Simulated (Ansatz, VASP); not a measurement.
**One calculation of Te, two programs**

```
CELL_PARAMETERS angstrom
-1.89033 1.89033 1.89033
1.89033 -1.89033 1.89033
1.89033 1.89033 -1.89033
ATOMIC_POSITIONS crystal
Te 0.00000 0.00000 0.00000
```

Alike in both runs: functional PBEsol; k mesh 11 × 11 × 11; occupations fermi-dirac, width 0.1 eV; no spin polarisation.

Ansatz relaxed the structure, and its values are those at the end. VASP's run is a single point on that final structure, the one shown.

|  | VASP | Ansatz |
| --- | --- | --- |
| version | VASP 6.6.1 | Ansatz 0.2.0 |
| potentials or method | VASP PAW PBE potentials, release 64 (Te), cutoff 520 eV | plane waves (420 eV) with PAW, scalar-relativistic |
| valence electrons in the cell | 6 | 16 |

```tsv
	VASP	Ansatz	Ansatz less VASP
pressure (GPa)	0.0	0.0	0.00
```

VASP's potentials were made for PBE, not for PBEsol, and Ansatz warns of the same on its side. VASP's potentials hold 6 valence electrons a cell and Ansatz's 16, so a difference there can come from the potentials and not from the codes.

Neither program's run includes spin-orbit coupling.
